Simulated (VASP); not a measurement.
Here is a VASP 6.6.1 calculation.

File INCAR:

```
SYSTEM = Ti
PREC = Accurate
ENCUT = 500
EDIFF = 1E-6
ISMEAR = -1
SIGMA = 0.0073
LREAL = .False.
LASPH = .True.
NELM = 120
ALGO = Normal
ISIF = 2
LWAVE = .False.
LCHARG = .False.
NBANDS = 25
GGA_COMPAT = .False.
```

KPOINTS

```
regular mesh
0
Gamma
  3 3 4
  0 0 0
```

The input POSCAR:

```
Ti
1.0
    4.5673748306      0.0000000000      0.0000000000
   -2.2836874153      3.9554626319      0.0000000000
    0.0000000000      0.0000000000      2.8262442700
Ti
3
Direct
    0.0000000000      0.0000000000      0.0000000000
    0.3333333333      0.6666666667      0.5000000000
    0.6666666667      0.3333333333      0.5000000000
```

Potentials or basis: VASP PAW LDA potentials, release 64 (Ti_sv).

Run with:

```console
$ cat potpaw_LDA.64/Ti_sv/POTCAR > POTCAR
$ mpirun -np 1 vasp_std > vasp.out
```

Question: What does it give for the pressure?

Answer: -8.6 GPa.

Question: Predict the band gap on the k mesh.

Answer: Zero (band 18 reaches 8.28 eV, above the bottom of band 19 at 8.14 eV).

Stress tensor (GPa, compression positive):
```
-9.73  0.00  0.00
 0.00 -9.73  0.00
 0.00  0.00 -6.45
```

Caveat: the k points lie up to 0.56 Å⁻¹ apart.
